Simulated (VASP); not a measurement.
Here is a VASP 6.6.1 calculation.

Contents of INCAR:

```
PREC = Accurate
ENCUT = 520
EDIFF = 1E-6
ISMEAR = 0
SIGMA = 0.1
LREAL = False
LASPH = True
NELM = 100
ALGO = Normal
ISIF = 2
LWAVE = False
LCHARG = False
LDIPOL = True
IDIPOL = 3
DIPOL = 0.5 0.5 0.283
GGA = PE
IVDW = 12
NBANDS = 18
```

Contents of KPOINTS:

```
regular mesh
0
Gamma
  6 6 1
```

Contents of POSCAR:

```
As
1.0
    3.5939727413     -0.0000002760      0.0000000000
   -1.7969861317      3.1124718325      0.0000000000
    0.0000000000      0.0000000000     35.3725712000
As
4
Direct
    0.6666666667      0.3333333333      0.2413809950
    0.3333333333      0.6666666667      0.2020912988
    0.6666666667      0.3333333333      0.3633185462
    0.3333333333      0.6666666667      0.3240288500
```

Potentials or basis: VASP PAW PBE potentials, release 64 (As).

The run is started by

```bash
$ cat potpaw_PBE.64/As/POTCAR > POTCAR
$ mpirun -np 1 vasp_std > vasp.out
```

(1) Predict the band gap on the k mesh.

(2) What does it give for the dispersion energy per atom?

(3) Estimate the largest force.

Answers

(1) 0.73 eV, indirect (least direct gap 1.44 eV).

(2) -0.283 eV.

(3) 0.077 eV/Å.
